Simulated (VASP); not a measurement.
Crystal: Si3C.

```
Si C
1.0
     2.77232    0.00000    0.00000
    -1.38616    2.40090    0.00000
     0.00000    0.00000    8.77432
Si C
3 1
Direct
  0.33333 0.66667 0.75000
  0.33333 0.66667 0.25000
  0.66667 0.33333 0.00000
  0.66667 0.33333 0.50000
```

| Item | Value |
| --- | --- |
| Program | VASP 6.6.1 |
| Task | relaxation of cell and atoms |
| Functional | PBE |
| Potentials or basis | VASP PAW PBE potentials, release 64 (Si, C) |
| Cutoff | 600 eV |
| k mesh | 6 × 6 × 2 |
| Occupations | gaussian, width 0.1 eV |
| Spin | no spin polarisation |

At the start: pressure -12.4 GPa; volume 14.60 Å³/atom.

**Question.** Where does the relaxation end?

**Answer.** Over 24 steps the energy falls by 837.4 meV/atom and the volume is 12.95 Å³/atom (-11.3 %); space group P-6m2 (No. 187, to 0.05 Å).

Step by step:
| step | energy change (eV) | largest force (eV/Å) | pressure (GPa) | volume (Å³) |
| --- | --- | --- | --- | --- |
| 1 | 0.0000 | 1.6282 | -12.44 | 58.40 |
| 2 | -0.7623 | 2.2119 | -1.92 | 49.33 |
| 3 | -0.8525 | 2.3184 | 7.22 | 45.52 |
| 4 | -1.3240 | 1.5757 | 10.74 | 43.73 |
| 5 | -1.2014 | 0.1364 | 39.73 | 40.18 |
| 6 | -1.4943 | 1.2863 | 17.42 | 42.39 |
| 7 | -2.2058 | 1.3359 | 7.00 | 45.60 |
| 8 | -3.2346 | 0.8956 | -0.98 | 56.05 |
| 9 | -3.1841 | 0.9403 | -1.63 | 53.01 |
| 10 | -3.2539 | 0.2626 | -1.44 | 54.71 |
| 11 | -3.2602 | 0.0353 | -1.35 | 55.09 |
| 12 | -3.2593 | 0.2257 | -1.26 | 55.36 |
| 13 | -3.2704 | 1.0418 | -0.40 | 54.93 |
| 14 | -3.2742 | 0.7386 | -0.71 | 55.09 |
| 15 | -3.3022 | 0.4033 | -1.35 | 54.61 |
| 16 | -3.3306 | 0.0218 | -2.64 | 53.79 |
| 17 | -3.2979 | 0.8374 | -2.55 | 52.13 |
| 18 | -3.3341 | 0.4393 | -2.95 | 53.07 |
| 19 | -3.3367 | 0.2002 | -2.82 | 53.42 |
| 20 | -3.3444 | 0.0261 | 0.48 | 51.53 |
| 21 | -3.3473 | 0.0433 | -0.70 | 52.15 |
| 22 | -3.3497 | 0.0699 | -0.11 | 51.86 |
| 23 | -3.3497 | 0.0693 | -0.10 | 51.86 |
| 24 | -3.3497 | 0.0392 | 0.23 | 51.79 |

Final structure:
```xyz
4
Lattice="2.7989 0.0000 0.0000 -1.3995 2.4239 0.0000 0.0000 0.0000 7.6338" Properties=species:S:1:pos:R:3 pbc="T T T"
Si    0.0000    1.6160    5.0239
Si    0.0000    1.6160    2.6098
Si    1.3995    0.8080    0.0000
C     1.3995    0.8080    3.8169
```

Caveat: the k points lie up to 0.43 Å⁻¹ apart in the final cell.
